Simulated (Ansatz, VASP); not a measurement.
## Ag in VASP and in Ansatz

```
CELL_PARAMETERS angstrom
0.00000 2.04310 2.12482
2.04310 0.00000 2.12482
2.04310 2.04310 0.00000
ATOMIC_POSITIONS crystal
Ag 0.00000 0.00000 0.00000
```

Change from the starting cell: strain +0.000 along x and y, +0.040 along z, atoms carried along.

Alike in both runs: task single point; functional PBEsol; k mesh 20 × 20 × 20; occupations gaussian, width 0.15 eV; no spin polarisation.

|  | VASP | Ansatz |
| --- | --- | --- |
| version | VASP 6.6.1 | Ansatz 0.2.0 |
| potentials or method | VASP PAW PBE potentials, release 64 (Ag), cutoff 520 eV | scalar-relativistic, plane waves, PAW |
| valence electrons in the cell | 11 | 19 |

|  | VASP | Ansatz | Ansatz less VASP |
| --- | --- | --- | --- |
| gap on the k mesh at the Fermi level (eV) | none | none | - |
| pressure (GPa) | -6.4 | -6.2 | +0.14 |
| traceless stress, the component that is largest in VASP (GPa) | -1.02 | -1.03 | -0.004 |

VASP's potentials were made for PBE, not for PBEsol. A gap of «none» marks a metal or a gap that the smearing closes. VASP's potentials hold 11 valence electrons a cell and Ansatz's 19, so a difference there can come from the potentials and not from the codes.
